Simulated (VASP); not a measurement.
**Si3N2: single point with PBE**

Si3N2:

```
Si N
1.0
     3.00665    1.73589    2.00881
    -3.00665    1.73589    2.00881
     0.00000   -3.47178    2.00881
Si N
3 2
Cartesian
  -1.5033 0.8679 1.0044
  0.0000 -1.7359 1.0044
  1.5033 0.8679 1.0044
  0.0000 0.0000 4.4640
  0.0000 0.0000 1.5624
```

* Program: VASP 6.6.1
* Task: single point
* Functional: PBE
* Potentials or basis: VASP PAW PBE potentials, release 64 (Si, N)
* Cutoff: 520 eV
* k mesh: 12 × 12 × 12
* Occupations: gaussian, width 0.1 eV
* Spin: no spin polarisation

```json
{
 "Pressure": "0.0 GPa",
 "Band gap on the k mesh": "zero (bands 11 and 12 overlap by 1.51 eV)"
}
```

Stress tensor (GPa, compression positive):
```
 0.02  0.00  0.00
 0.00  0.02  0.00
 0.00  0.00 -0.18
```

Levels at points of the mesh, in eV from the Fermi level:
| k point | band 9 | band 10 | band 11 | band 12 | band 13 | band 14 |
| --- | --- | --- | --- | --- | --- | --- |
| (0.00, 0.00, 0.00) | -3.21 | -3.21 | -1.45 | 1.66 | 2.72 | 2.72 |
| (0.50, 0.00, 0.00) | -2.18 | -0.91 | -0.71 | -0.59 | 2.04 | 3.69 |
| (0.50, 0.50, 0.00) | -2.76 | -1.69 | 0.85 | 1.56 | 1.91 | 2.37 |
| (0.50, 0.50, 0.50) | 0.19 | 0.19 | 0.44 | 0.44 | 2.24 | 3.51 |

Run time: 110 s on 1 thread of Intel(R) Xeon(R) 6975P-C (Granite Rapids), on a shared host, peak memory 0.29 GiB.
